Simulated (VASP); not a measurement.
# Si3Ge (P2/m) in VASP: single point with LDA

Aim: the single point of Si3Ge with LDA.

All numbers are computed with VASP 6.6.1; they aren't measurements. Logs are shortened: lines on timing, memory, paths and dates and some standing lists are left out, and cuts for length are marked.

### Step 1. The cell of the first run

Symmetry: P2/m, No. 10, monoclinic system. The conventional cell has a = 6.342 Å, b = 3.838 Å, c = 6.640 Å, α = 90.00°, β = 90.01°, γ = 90.00°. Ge (site symmetry m) has 3 Si at 2.36 to 2.39 Å and 1 Ge at 2.42 Å within 3.1 Å. Within 3.1 Å of Si (site symmetry m) lie 2 Si at 2.32 to 2.35 Å and 2 Ge at 2.36 Å. Within 3.1 Å of Si (site symmetry m) lie 4 Si at 2.35 Å. Si (site symmetry m) has 3 Si at 2.34 to 2.35 Å and 1 Ge at 2.39 Å within 3.1 Å.

### Step 2. Single point, LDA

INCAR reads:

```
PREC     = Accurate       # precision mode
ENCUT    = 500            # plane-wave cutoff, eV
EDIFF    = 1E-6           # SCF threshold, eV
ISMEAR   = 0              # smearing method
SIGMA    = 0.01           # smearing width, eV
LREAL    = F              # projectors in reciprocal space
LASPH    = T              # aspherical terms in the spheres
NELM     = 120            # most SCF steps
ALGO     = Normal         # electronic algorithm
ISIF     = 2              # what is computed and relaxed
LWAVE    = F              # write WAVECAR
LCHARG   = F              # write CHGCAR
NBANDS   = 36             # bands
GGA_COMPAT= F
```

KPOINTS reads:

```
regular mesh
0
Gamma
  10 6 6
```

POSCAR reads:

```
Si3Ge
1.0
   -3.8378726629      0.0000000000      0.0000000000
    0.0000000000     -0.0002932171     -6.3422572837
    0.0000000000     -6.6401037872     -0.0003072257
Ge Si
2 6
Direct
    0.0000000000     -0.0026900179      0.6707417781
    0.0000000000      0.1286900179      0.3292582219
    0.5000000000     -0.0017957305      0.1630719449
    0.5000000000      0.4985742492      0.8341942004
    0.0000000000      0.5056457186      0.3324130233
    0.0000000000      0.6203542814      0.6675869767
    0.5000000000      0.6274257508      0.1658057996
    0.5000000000      0.1277957305      0.8369280551
```

Potentials or basis: VASP PAW LDA potentials, release 64 (Ge_d, Si).

Started as:

```sh
$ cat potpaw_LDA.64/Ge_d/POTCAR potpaw_LDA.64/Si/POTCAR > POTCAR
$ mpirun -np 1 vasp_std > vasp.out
```

OUTCAR:

```text
PREC = Accurate
   ENCUT = 500
   EDIFF = 1E-6
   ISMEAR = 0
   LREAL = F
   LASPH = T
   NELM = 120
   ISIF = 2

 ion  position               nearest neighbor table
   1  0.000  0.997  0.671-   8 2.36   8 2.36   6 2.39   2 2.42
   2  0.000  0.129  0.329-   3 2.36   3 2.36   5 2.39   1 2.42
   3  0.500  0.998  0.163-   8 2.32   7 2.35   2 2.36   2 2.36
   4  0.500  0.499  0.834-   6 2.35   6 2.35   7 2.35   8 2.35
   5  0.000  0.506  0.332-   6 2.34   7 2.35   7 2.35   2 2.39
   6  0.000  0.620  0.668-   5 2.34   4 2.35   4 2.35   1 2.39
   7  0.500  0.627  0.166-   5 2.35   5 2.35   4 2.35   3 2.35
   8  0.500  0.128  0.837-   3 2.32   4 2.35   1 2.36   1 2.36

  LATTYP: Found a simple monoclinic cell.
 ALAT       =     6.3422572905
 B/A-ratio  =     0.6051272421
 C/A-ratio  =     1.0469622234
 COS(beta)  =    -0.0000925005

  Lattice vectors:

 A1 = (   0.0000000000,  -0.0002932171,  -6.3422572837)
 A2 = (  -3.8378726629,   0.0000000000,   0.0000000000)
 A3 = (   0.0000000000,   6.6401037872,   0.0003072257)

Analysis of symmetry for initial positions (statically):
=====================================================================
 Subroutine PRICEL returns:
 Original cell was already a primitive cell.

 Routine SETGRP: Setting up the symmetry group for a
 simple monoclinic supercell.

 Subroutine GETGRP returns: Found  4 space group operations
 (whereof  2 operations were pure point group operations)
 out of a pool of  4 trial point group operations.

The static configuration has the point symmetry C_1h.
 The point group associated with its full space group is C_2h.

Analysis of symmetry for dynamics (positions and initial velocities):
=====================================================================
 Subroutine PRICEL returns:
 Original cell was already a primitive cell.

 Routine SETGRP: Setting up the symmetry group for a
 simple monoclinic supercell.

 Subroutine GETGRP returns: Found  4 space group operations
 (whereof  2 operations were pure point group operations)
 out of a pool of  4 trial point group operations.

The dynamic configuration has the point symmetry C_1h.
 The point group associated with its full space group is C_2h.

 Subroutine INISYM returns: Found  4 space group operations
 (whereof  2 operations are pure point group operations),
 and found     1 'primitive' translations

----------------------------------------------------------------------------------------

                                     Primitive cell

  volume of cell :     161.6253

  direct lattice vectors                    reciprocal lattice vectors
    -3.837872663  0.000000000  0.000000000    -0.260561016  0.000000000  0.000000000
     0.000000000 -0.000293217 -6.342257284     0.000000000  0.000007295 -0.157672569
     0.000000000 -6.640103787 -0.000307226     0.000000000 -0.150600056  0.000006963

  length of vectors
     3.837872663  6.342257290  6.640103794     0.260561016  0.157672570  0.150600056

  position of ions in fractional coordinates (direct lattice)
     0.000000000  0.997309982  0.670741778
     0.000000000  0.128690018  0.329258222
     0.500000000  0.998204270  0.163071945
     0.500000000  0.498574249  0.834194200
     0.000000000  0.505645719  0.332413023
     0.000000000  0.620354281  0.667586977
     0.500000000  0.627425751  0.165805800
     0.500000000  0.127795730  0.836928055

  ion indices of the primitive-cell ions
   primitive index   ion index
                 1           1
                 2           2
                 3           3
                 4           4
                 5           5
                 6           6
                 7           7
                 8           8

----------------------------------------------------------------------------------------

 KPOINTS: regular mesh

Automatic generation of k-mesh.
 Grid dimensions read from file:
 generate k-points for:   10    6    6

 Generating k-lattice:

  Cartesian coordinates                     Fractional coordinates (reciprocal lattice)
    -0.026056102  0.000000000  0.000000000     0.100000000  0.000000000  0.000000000
     0.000000000  0.000001216 -0.026278762     0.000000000  0.166666667  0.000000000
     0.000000000 -0.025100009  0.000001160     0.000000000  0.000000000  0.166666667

  Length of vectors
     0.026056102  0.026278762  0.025100009

  Shift w.r.t. Gamma in fractional coordinates (k-lattice)
     0.000000000  0.000000000  0.000000000

 Subroutine IBZKPT returns following result:
 ===========================================

 Found    120 irreducible k-points:

 Following reciprocal coordinates:
            Coordinates               Weight
  0.000000  0.000000  0.000000      1.000000
  0.100000  0.000000  0.000000      2.000000
  0.200000  0.000000  0.000000      2.000000
  0.300000  0.000000  0.000000      2.000000
  0.400000  0.000000  0.000000      2.000000
  0.500000  0.000000  0.000000      1.000000
[... 16 lines left out ...]
  0.400000  0.500000  0.000000      2.000000
  0.500000  0.500000  0.000000      1.000000
 [... further k-points ...]
   k-points           NKPTS =    120   k-points in BZ     NKDIM =    120   number of bands    NBANDS=     36
   number of dos      NEDOS =    301   number of ions     NIONS =      8
   total plane-waves  NPLWV =  64512
   dimension x,y,z NGX =    28 NGY =   48 NGZ =   48
   dimension x,y,z NGXF=    56 NGYF=   96 NGZF=   96
   ions per type =               2   6
   NGX,Y,Z   is equivalent  to a cutoff of  12.13, 12.58, 12.02 a.u.
   NGXF,Y,Z  is equivalent  to a cutoff of  24.26, 25.16, 24.04 a.u.
 SYSTEM =  unknown system
   PREC   = accura    normal or accurate (medium, high low for compatibility)
   ISTART =      0    job   : 0-new  1-cont  2-samecut
   ICHARG =      2    charge: 1-file 2-atom 10-const
   ISPIN  =      1    spin polarized calculation?
   LNONCOLLINEAR =      F non collinear calculations
   LSORBIT =      F    spin-orbit coupling
   LASPH  =      T    aspherical Exc in radial PAW
   ENCUT  =  500.0 eV  36.75 Ry    6.06 a.u.   7.00 11.56 12.11*2*pi/ulx,y,z
   NELM   =    120;   NELMIN=  2; NELMDL= -5     # of ELM steps
   EDIFF  = 0.1E-05   stopping-criterion for ELM
   LREAL  =      F    real-space projection
   EDIFFG = 0.1E-04   stopping-criterion for IOM
   NSW    =      0    number of steps for IOM
   IBRION =     -1    ionic relax: 0-MD 1-quasi-New 2-CG
   NFREE  =      0    steps in history (QN), initial steepest desc. (CG)
   ISIF   =      2    stress and relaxation
   ISYM   =      2    0-nonsym 1-usesym 2-fastsym
   POTIM  = 0.5000    time-step for ionic-motion
   TEBEG  =    0.0;   TEEND  =   0.0 temperature during run
   PSTRESS=    0.0 pullay stress
   NELECT =      52.0000    total number of electrons
   NUPDOWN=      -1.0000    fix difference up-down
   EMIN   =  10.00;   EMAX   =-10.00  energy-range for DOS
   EFERMI =   0.00;   METHOD = LEGACY
   ISMEAR =     0;   SIGMA  =   0.01  broadening in eV -4-tet -1-fermi 0-gaus
   EFERMI_NEDOS =   21; number of points for ismear=-14 and -15
   IALGO  =     38    algorithm
   IMIX   =      4    mixing-type and parameters
     AMIX     =   0.40;   BMIX     =  1.00
     AMIX_MAG =   1.60;   BMIX_MAG =  1.00
  volume/ion in A,a.u.               =      20.20       136.34
  Fermi-wavevector in a.u.,A,eV,Ry     =   1.121776  2.119849 17.121321  1.258382
  Thomas-Fermi vector in A             =   2.258432
   LORBIT       =      0    0 simple, 1 ext, 2 COOP (PROOUT), +10 PAW based schemes
   GGA     = CA    functional components
   LHFCALC =     F    Hartree Fock is set to
   AEXX    =    0.0000 exact exchange contribution
   IVDW    =     0    specifies the selected vdW correction
   LEPSILON=     F    determine dielectric tensor
   LRPA    =     F    only Hartree local field effects (RPA)
 non-spin polarized calculation
 Gauss-broadening in eV      SIGMA  =   0.01
  energy-cutoff  :      500.00
  volume of cell :      161.63
 maximum number of plane-waves:      4146
 NGX is ok and might be reduce to    28
   NGX = 13   NGY = 23   NGZ = 25

 number of electron      51.9999985 magnetization

 Free energy of the ion-electron system (eV)
  ---------------------------------------------------
  ext. energy  EPLUGINS =         0.00000000
  ---------------------------------------------------
  free energy    TOTEN  =       -46.01961050 eV

  energy without entropy =      -46.01961050  energy(sigma->0) =      -46.01961050

 E-fermi :   6.0214     XC(G=0):  -9.8850

 val. band max:        5.9732561307   @ k =   0.0000   0.0000   0.0000
 cond. band min:       6.0625027427   @ k =   0.5000   0.0000   0.5000
 fundamental gap:      0.0892466120
 Fermi energy:         6.0214210290

 k-point     1 :       0.0000    0.0000    0.0000
  band No.  band energies     occupation
      1     -18.8216      2.00000
      2     -18.7278      2.00000
      3     -18.7202      2.00000
      4     -18.6851      2.00000
      5     -18.6802      2.00000
      6     -18.6649      2.00000
[... 28 lines left out ...]
     35       9.1132      0.00000
     36      10.1856      0.00000

 k-point     2 :       0.1000    0.0000    0.0000
  band No.  band energies     occupation
      1     -18.8213      2.00000
      2     -18.7277      2.00000
      3     -18.7206      2.00000
      4     -18.6842      2.00000
      5     -18.6807      2.00000
      6     -18.6641      2.00000
[... 28 lines left out ...]
     35      10.0393      0.00000
     36      10.1405      0.00000
[... 817 lines left out ...]
     35       9.9448      0.00000
     36      10.4516      0.00000

 k-point    24 :       0.5000    0.5000    0.0000
  band No.  band energies     occupation
      1     -18.8189      2.00000
      2     -18.7268      2.00000
      3     -18.7247      2.00000
      4     -18.6849      2.00000
      5     -18.6757      2.00000
      6     -18.6666      2.00000
[... 28 lines left out ...]
     35      10.3586      0.00000
     36      10.3900      0.00000

 [... further k-points ...]

------------------------ aborting loop because EDIFF is reached ----------------------------------------

  FORCE on cell =-STRESS in cart. coord.  units (eV):
  Direction    XX          YY          ZZ          XY          YZ          ZX
  --------------------------------------------------------------------------------------
  -------------------------------------------------------------------------------------
  Total        0.0544218      0.0611527      0.0559412      0.0000000     -0.0027465      0.0000000
  in kB        0.5394787      0.6062015      0.5545407      0.0000000     -0.0272254      0.0000000
  external PRESSURE =       0.5667403 kB  Pullay stress =       0.0000000 kB

 VOLUME and BASIS-vectors are now :
 -----------------------------------------------------------------------------
  energy-cutoff  :      500.00
  volume of cell :      161.63
      direct lattice vectors                 reciprocal lattice vectors
    -3.837872663  0.000000000  0.000000000    -0.260561016  0.000000000  0.000000000
     0.000000000 -0.000293217 -6.342257284     0.000000000  0.000007295 -0.157672569
     0.000000000 -6.640103787 -0.000307226     0.000000000 -0.150600056  0.000006963

 POSITION                                       TOTAL-FORCE (eV/Angst)
 -----------------------------------------------------------------------------------
      0.00000     -4.45409     -6.32540         0.000000     -0.007865      0.004408
      0.00000     -2.18635     -0.81629         0.000000      0.007865     -0.004408
     -1.91894     -1.08311     -6.33092         0.000000      0.003334      0.003902
     -1.91894     -5.53928     -3.16234         0.000000      0.000550      0.000028
      0.00000     -2.20741     -3.20704         0.000000     -0.000127     -0.004393
      0.00000     -4.43303     -3.93465         0.000000      0.000127      0.004393
     -1.91894     -1.10115     -3.97935         0.000000     -0.000550     -0.000028
     -1.91894     -5.55733     -0.81077         0.000000     -0.003334     -0.003902
 -----------------------------------------------------------------------------------
    total drift:                                0.000000     -0.000002      0.000073

  FREE ENERGIE OF THE ION-ELECTRON SYSTEM (eV)
  ---------------------------------------------------
  free  energy   TOTEN  =       -46.0196105046 eV

  energy  without entropy=      -46.0196105046  energy(sigma->0) =      -46.01961050
```

It took 5.9 min on 1 thread of AMD EPYC 7R13 (Zen 3), shared host; peak memory 0.53 GiB.

What came out:

| Property | Result |
| --- | --- |
| Free energy | -46.0196 eV |
| Pressure | 0.1 GPa |
| Largest force | 0.009 eV/Å |
| Band gap on the k mesh | 0.09 eV (least direct gap 0.31 eV) |

Forces in eV/Å, atoms in the order of the input:
```
Ge   0.000 -0.008  0.004
Ge   0.000  0.008 -0.004
Si   0.000  0.003  0.004
Si   0.000  0.001  0.000
Si   0.000  0.000 -0.004
Si   0.000  0.000  0.004
Si   0.000 -0.001  0.000
Si   0.000 -0.003 -0.004
```

Levels at points of the mesh, in eV from the valence-band top:
| k point | band 24 | band 25 | band 26 | band 27 | band 28 | band 29 |
| --- | --- | --- | --- | --- | --- | --- |
| (0.00, 0.00, 0.00) | -0.38 | -0.03 | 0.00 | 0.31 | 0.63 | 1.94 |
| (0.50, 0.00, 0.00) | -2.87 | -2.78 | -2.70 | 1.27 | 1.31 | 3.64 |
| (0.00, 0.50, 0.00) | -1.14 | -0.83 | -0.83 | 0.66 | 0.66 | 1.27 |
| (0.50, 0.50, 0.00) | -2.46 | -2.33 | -2.32 | 1.51 | 1.54 | 1.79 |
| (0.00, 0.00, 0.50) | -1.46 | -0.94 | -0.91 | 0.83 | 0.90 | 2.68 |
| (0.50, 0.00, 0.50) | -3.10 | -1.57 | -1.45 | 0.09 | 0.41 | 1.89 |
| (0.00, 0.50, 0.50) | -2.04 | -1.84 | -1.80 | 1.21 | 1.27 | 1.41 |
| (0.50, 0.50, 0.50) | -2.51 | -2.51 | -2.32 | 0.33 | 0.60 | 0.78 |

A k mesh can miss the band edges.
